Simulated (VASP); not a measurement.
Ta2N, 3 atoms in the cell. The structure is trigonal, space group P-3m1 (No. 164). The conventional cell has a = 3.115 Å, b = 3.115 Å, c = 4.856 Å, α = 90.00°, β = 90.00°, γ = 120.00°. Ta (site symmetry 3m) has 3 N at 2.18 Å within 2.9 Å. Within 2.9 Å of N (site symmetry -3m) lie 6 Ta at 2.18 Å. 

- Program: VASP 6.6.1
- Task: relaxation of cell and atoms
- Functional: PBE
- Potentials or basis: VASP PAW PBE potentials, release 64 (Ta_pv, N)
- Cutoff: 600 eV
- k mesh: 18 × 18 × 10
- Occupations: gaussian, width 0.1 eV
- Spin: no spin polarisation
- Dipole correction: no
- Further INCAR settings: ALGO = Normal; EDIFF = 1e-07; IBRION = 2; EDIFFG = -0.01; NSW = 100; ISIF = 3

Potentials or basis: VASP PAW PBE potentials, release 64 (Ta_pv, N).

The run is started by

```console
$ cat potpaw_PBE.64/Ta_pv/POTCAR potpaw_PBE.64/N/POTCAR > POTCAR
$ mpirun -np 1 vasp_std > vasp.out
```

Hardware: 1 thread of Oxide Virtual Turin-like Processor (shared host).

Question: Estimate the wall time of this run.

Answer: Run time: 40 min on 1 thread of Oxide Virtual Turin-like Processor (shared host), peak memory 0.38 GiB. Counts: scf iterations 56, k points 330, ion steps 7.
